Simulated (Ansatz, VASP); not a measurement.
# One calculation of Sr, two programs

```
Sr
1.0
     0.00000    3.01914    3.01914
     3.01914    0.00000    3.01914
     3.01914    3.01914    0.00000
Sr
1
Direct
  0.00000 0.00000 0.00000
```

Alike in both runs: task single point; functional PBE; k mesh 9 × 9 × 9; occupations gaussian, width 0.1 eV; no spin polarisation.

```csv
,VASP,Ansatz
version,VASP 6.6.1,Ansatz 0.2.0
potentials or method,"VASP PAW PBE potentials, release 64 (Sr_sv), cutoff 520 eV","plane waves (420 eV) with PAW, scalar-relativistic"
valence electrons in the cell,10,10
```

```tsv
	VASP	Ansatz	Ansatz less VASP
pressure (GPa)	-0.1	-0.1	-0.01
```

With one functional, cell and mesh, what is left measures potentials, basis and numerics.
